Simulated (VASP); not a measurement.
Pb: single point with revPBE

The system is Pb.

```
Pb
1.0
     3.43900    0.00000    0.00000
    -1.71950    2.97826    0.00000
     0.00000    0.00000    5.63809
Pb
2
Cartesian
  0.0000 1.9855 1.4095
  1.7195 0.9928 4.2286
```

This cell differs from its parent crystal: volume scaled by 0.88.

```json
{"Program": "VASP 6.6.1", "Task": "single point", "Functional": "revPBE", "Potentials or basis": "VASP PAW PBE potentials, release 64 (Pb_d)", "Cutoff": "520 eV", "k mesh": "11 × 11 × 6", "Occupations": "fermi-dirac, width 0.1 eV", "Spin": "no spin polarisation"}
```

```json
{"Pressure": "5.9 GPa", "Band gap on the k mesh": "zero (band 14 reaches 13.95 eV, above the bottom of band 15 at 6.20 eV)"}
```

Stress tensor (GPa, compression positive):
```
5.79 0.00 0.00
0.00 5.79 0.00
0.00 0.00 6.23
```

Levels at points of the mesh, in eV from the Fermi level:
```csv
k point,band 11,band 12,band 13,band 14,band 15,band 16,band 17,band 18
"(0.00, 0.00, 0.00)",-12.04,-8.15,-4.41,5.96,5.96,7.83,7.83,7.94
"(0.00, 0.00, 0.50)",-10.78,-10.78,0.84,0.84,6.85,6.85,6.85,6.85
```

It took 49 s on 1 thread of Intel(R) Xeon(R) Platinum 8259CL CPU @ 2.50GHz (Skylake/Cascade Lake), with other jobs on the host, peak memory 0.21 GiB.

Caveat: the PAW data sets were made with another functional, which shifts forces and pressure a little; spin-orbit coupling is left out, which moves the levels of the heavy elements.
